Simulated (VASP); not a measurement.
Here is a VASP 6.6.1 calculation.

The input INCAR:

```
  PREC = Accurate
  ENCUT = 520
  EDIFF = 1E-7
  ISMEAR = 1
  SIGMA = 0.1
  LREAL = F
  LASPH = T
  NELM = 60
  ALGO = Normal
  ISIF = 2
  LWAVE = F
  LCHARG = T
  GGA = PS
  LELF = T
  LVHAR = T
  NBANDS = 32
```

File KPOINTS:

```
Automatic mesh
0
Gamma
  6 6 6
```

The input POSCAR:

```
Ti3Ga
1.0
    0.0000000000      3.1432272470      3.1432272470
    3.1432272470      0.0000000000      3.1432272470
    3.1432272470      3.1432272470      0.0000000000
Ga Ti
1 3
Direct
    0.0000000000      0.0000000000      0.0000000000
    0.5000000000      0.5000000000      0.5000000000
    0.2500000000      0.2500000000      0.2500000000
    0.7500000000      0.7500000000      0.7500000000
```

Potentials or basis: VASP PAW PBE potentials, release 64 (Ga_d, Ti_sv).

Run with:

```console
$ cat potpaw_PBE.64/Ga_d/POTCAR potpaw_PBE.64/Ti_sv/POTCAR > POTCAR
$ mpirun -np 1 vasp_std > vasp.out
```

Q: What does it give for the pressure?

A: 1.1 GPa.

Caveat: the PAW data sets were made with another functional, which shifts forces and pressure a little.
